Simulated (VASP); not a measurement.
# Rh12C in VASP: single point with PBE

Aim: the single point of Rh12C with PBE.

All numbers are computed with VASP 6.6.1; they aren't measurements. Logs are shortened: lines on timing, memory, paths and dates and some standing lists are left out, and cuts for length are marked.

**1. The cell of the first run**

The cell holds a slab with vacuum, 13 atoms: a = 5.417 Å, b = 5.417 Å, c = 19.174 Å, α = 90.00°, β = 90.00°, γ = 90.00°.

**2. Single point, PBE**

INCAR reads:

```
SYSTEM = Rh12C
PREC = Accurate ; ENCUT = 520
EDIFF = 1E-6 ; ISMEAR = 0
SIGMA = 0.1 ; LREAL = .FALSE.
LASPH = .TRUE. ; NELM = 100
ALGO = Normal ; ISIF = 2
LWAVE = .FALSE. ; LCHARG = .FALSE.
LDIPOL = .TRUE. ; IDIPOL = 3
DIPOL = 0.5 0.5 0.318 ; GGA = PE
NBANDS = 104
```

KPOINTS reads:

```
Automatic mesh
0
G
  5 5 1
  0 0 0
```

POSCAR reads:

```
Rh12C
1.0
    5.4165863251      0.0000000000      0.0000000000
    0.0000000000      5.4165863251      0.0000000000
    0.0000000000      0.0000000000     19.1737394690
Rh C
12 1
Direct
    0.2500000000      0.2500000000      0.2086186686
    0.2500000000      0.7500000000      0.2086186686
    0.7500000000      0.2500000000      0.2086186686
    0.7500000000      0.7500000000      0.2086186686
    0.0000000000      0.0000000000      0.3044995961
    0.0000000000      0.5000000000      0.3044995961
    0.5000000000      0.0000000000      0.3044995961
    0.5000000000      0.5000000000      0.3044995961
    0.2500000000      0.2500000000      0.4002213278
    0.2500000000      0.7500000000      0.4002213278
    0.7500000000      0.2500000000      0.4002213278
    0.7500000000      0.7500000000      0.4002213278
    0.3333333333      0.3333333333      0.4820938168
```

Potentials or basis: VASP PAW PBE potentials, release 64 (Rh_pv, C).

The run is started by

```
cat potpaw_PBE.64/Rh_pv/POTCAR potpaw_PBE.64/C/POTCAR > POTCAR
mpirun -np 1 vasp_std > vasp.out
```

OUTCAR:

```text
SYSTEM = Rh12C
   PREC = Accurate
   ENCUT = 520
   EDIFF = 1E-6
   ISMEAR = 0
   LREAL = .FALSE.
   LASPH = .TRUE.
   NELM = 100
   ISIF = 2
   GGA = PE

 ion  position               nearest neighbor table
   1  0.250  0.250  0.209-   5 2.65   6 2.65   7 2.65   8 2.65   2 2.71   3 2.71   2 2.71   3 2.71

   2  0.250  0.750  0.209-   5 2.65   6 2.65   7 2.65   8 2.65   1 2.71   4 2.71   1 2.71   4 2.71

   3  0.750  0.250  0.209-   5 2.65   6 2.65   7 2.65   8 2.65   1 2.71   4 2.71   4 2.71   1 2.71
[... 15 lines left out ...]
  11  0.750  0.250  0.400-   5 2.65   6 2.65   7 2.65   8 2.65   9 2.71  12 2.71  12 2.71   9 2.71

  12  0.750  0.750  0.400-   5 2.65   6 2.65   7 2.65   8 2.65  10 2.71  11 2.71  11 2.71  10 2.71

  13  0.333  0.333  0.482-   9 1.69

  LATTYP: Found a simple tetragonal cell.
 ALAT       =     5.4165863251
 C/A-ratio  =     3.5398197902

  Lattice vectors:

 A1 = (   5.4165863251,   0.0000000000,   0.0000000000)
 A2 = (   0.0000000000,   5.4165863251,   0.0000000000)
 A3 = (   0.0000000000,   0.0000000000,  19.1737394690)

Analysis of symmetry for initial positions (statically):
=====================================================================
 Subroutine PRICEL returns:
 Original cell was already a primitive cell.

 Routine SETGRP: Setting up the symmetry group for a
 simple tetragonal supercell.

 Subroutine GETGRP returns: Found  2 space group operations
 (whereof  2 operations were pure point group operations)
 out of a pool of 16 trial point group operations.

The static configuration has the point symmetry C_1h.

Analysis of symmetry for dynamics (positions and initial velocities):
=====================================================================
 Subroutine PRICEL returns:
 Original cell was already a primitive cell.

 Routine SETGRP: Setting up the symmetry group for a
 simple tetragonal supercell.

 Subroutine GETGRP returns: Found  2 space group operations
 (whereof  2 operations were pure point group operations)
 out of a pool of 16 trial point group operations.

The dynamic configuration has the point symmetry C_1h.

 Subroutine INISYM returns: Found  2 space group operations
 (whereof  2 operations are pure point group operations),
 and found     1 'primitive' translations

----------------------------------------------------------------------------------------

                                     Primitive cell

[... 116 lines left out ...]
     AMIX_MAG =   1.60;   BMIX_MAG =  1.00
  volume/ion in A,a.u.               =      43.27       292.02
  Fermi-wavevector in a.u.,A,eV,Ry     =   1.127963  2.131540 17.310689  1.272300
  Thomas-Fermi vector in A             =   2.264651
   LORBIT       =      0    0 simple, 1 ext, 2 COOP (PROOUT), +10 PAW based schemes
   GGA     = PE    functional components
   LHFCALC =     F    Hartree Fock is set to
   AEXX    =    0.0000 exact exchange contribution
   IVDW    =     0    specifies the selected vdW correction
   LEPSILON=     F    determine dielectric tensor
   LRPA    =     F    only Hartree local field effects (RPA)
 non-spin polarized calculation
 Gauss-broadening in eV      SIGMA  =   0.10
  energy-cutoff  :      520.00
  volume of cell :      562.55
 maximum number of plane-waves:     15180
   NGX = 21   NGY = 21   NGZ = 71

 dipolmoment           0.000000      0.000000     -0.018388 electrons x Angstroem

 number of electron     184.0000093 magnetization

 dipolmoment           0.000000      0.000000      0.097352 electrons x Angstroem

 Free energy of the ion-electron system (eV)
  ---------------------------------------------------
  ext. energy  EPLUGINS =         0.00000000
  ---------------------------------------------------
  free energy    TOTEN  =       -85.47515944 eV

  energy without entropy =      -85.39125286  energy(sigma->0) =      -85.43320615

 E-fermi :  -0.0605     XC(G=0):  -5.3174

 val. band max:       -0.0614816857   @ k =   0.0000   0.0000   0.0000
 cond. band min:      -0.0490757128   @ k =   0.2000   0.0000   0.0000
 fundamental gap:      0.0124059729
 Fermi energy:        -0.0604620878

 k-point     1 :       0.0000    0.0000    0.0000
  band No.  band energies     occupation
      1     -47.9994      2.00000
      2     -47.1336      2.00000
      3     -47.1325      2.00000
      4     -47.0453      2.00000
      5     -47.0350      2.00000
      6     -46.9861      2.00000
[... 952 lines left out ...]
    103       1.2041      0.00000
    104       1.5911      0.00000

------------------------ aborting loop because EDIFF is reached ----------------------------------------

 vacuum level on the upper side and lower side of the slab       (xc-potential included)         0.254        -0.294

  FORCE on cell =-STRESS in cart. coord.  units (eV):
  Direction    XX          YY          ZZ          XY          YZ          ZX
  --------------------------------------------------------------------------------------
  -------------------------------------------------------------------------------------
  Total       -4.8222252     -4.8222252      2.6134735      0.7086941      1.5638707      1.5638677
  in kB      -13.7340906    -13.7340906      7.4433857      2.0184187      4.4540312      4.4540227
  external PRESSURE =      -6.6749318 kB  Pullay stress =       0.0000000 kB

 VOLUME and BASIS-vectors are now :
 -----------------------------------------------------------------------------
  energy-cutoff  :      520.00
  volume of cell :      562.55
      direct lattice vectors                 reciprocal lattice vectors
     5.416586325  0.000000000  0.000000000     0.184618123  0.000000000  0.000000000
     0.000000000  5.416586325  0.000000000     0.000000000  0.184618123  0.000000000
     0.000000000  0.000000000 19.173739469     0.000000000  0.000000000  0.052154667

 POSITION                                       TOTAL-FORCE (eV/Angst)
 -----------------------------------------------------------------------------------
      1.35415      1.35415      4.00000        -0.022074     -0.022074      0.149315
      1.35415      4.06244      4.00000         0.007186     -0.028152      0.044555
      4.06244      1.35415      4.00000        -0.028152      0.007186      0.044555
      4.06244      4.06244      4.00000        -0.058897     -0.058897     -0.270764
      0.00000      0.00000      5.83840        -0.194885     -0.194885     -0.330602
      0.00000      2.70829      5.83840        -0.118744     -0.007168     -0.230923
      2.70829      0.00000      5.83840        -0.007168     -0.118744     -0.230923
      2.70829      2.70829      5.83840         0.117553      0.117553     -0.361421
      1.35415      1.35415      7.67374        -0.218341     -0.218341      0.349991
      1.35415      4.06244      7.67374         0.010614     -0.059641      0.304990
      4.06244      1.35415      7.67374        -0.059641      0.010614      0.304990
      4.06244      4.06244      7.67374         0.052658      0.052658     -0.086072
      1.80553      1.80553      9.24354         0.519893      0.519893      0.312310
 -----------------------------------------------------------------------------------
    total drift:                               -0.000021     -0.000021      0.000028

  FREE ENERGIE OF THE ION-ELECTRON SYSTEM (eV)
  ---------------------------------------------------
  free  energy   TOTEN  =       -85.4751594421 eV

  energy  without entropy=      -85.3912528589  energy(sigma->0) =      -85.43320615

 vacuum level on the upper side and lower side of the slab         5.521         4.922
```

OSZICAR:

```text
N       E                     dE             d eps       ncg     rms          rms(c)
DAV:   1     0.179961489109E+04    0.17996E+04   -0.11597E+05  2472   0.165E+03
DAV:   2    -0.200956098737E+02   -0.18197E+04   -0.17803E+04  2032   0.470E+02
DAV:   3    -0.883370543268E+02   -0.68241E+02   -0.63367E+02  2400   0.849E+01
[... 25 lines left out ...]
DAV:  29    -0.854751351001E+02   -0.17287E-04   -0.69673E-07  1304   0.238E-03    0.190E-03
DAV:  30    -0.854751535575E+02   -0.18457E-04   -0.12783E-06  1248   0.199E-03    0.119E-03
DAV:  31    -0.854751573585E+02   -0.38009E-05   -0.24591E-07  1168   0.108E-03    0.763E-04
DAV:  32    -0.854751587305E+02   -0.13721E-05   -0.10333E-07  1040   0.778E-04    0.419E-04
DAV:  33    -0.854751594421E+02   -0.71154E-06   -0.90703E-08  1080   0.566E-04
   1 F= -.85475159E+02 E0= -.85433206E+02  d E =-.839066E-01
```

Run time: 23 min. Hardware: 1 thread of Intel Xeon Platinum 8259CL at 2.50GHz (Skylake/Cascade Lake), shared host; peak memory 0.7 GiB.

Results:

```
Free energy            : -85.4752 eV
Largest force          : 0.799 eV/Å
Band gap on the k mesh : zero (bands 92 and 93 overlap by 0.75 eV)
```

Forces on the atoms (eV/Å):
```
Rh  -0.022 -0.022  0.149
Rh   0.007 -0.028  0.045
Rh  -0.028  0.007  0.045
Rh  -0.059 -0.059 -0.271
Rh  -0.195 -0.195 -0.331
Rh  -0.119 -0.007 -0.231
Rh  -0.007 -0.119 -0.231
Rh   0.118  0.118 -0.361
Rh  -0.218 -0.218  0.350
Rh   0.011 -0.060  0.305
Rh  -0.060  0.011  0.305
Rh   0.053  0.053 -0.086
C    0.520  0.520  0.312
```
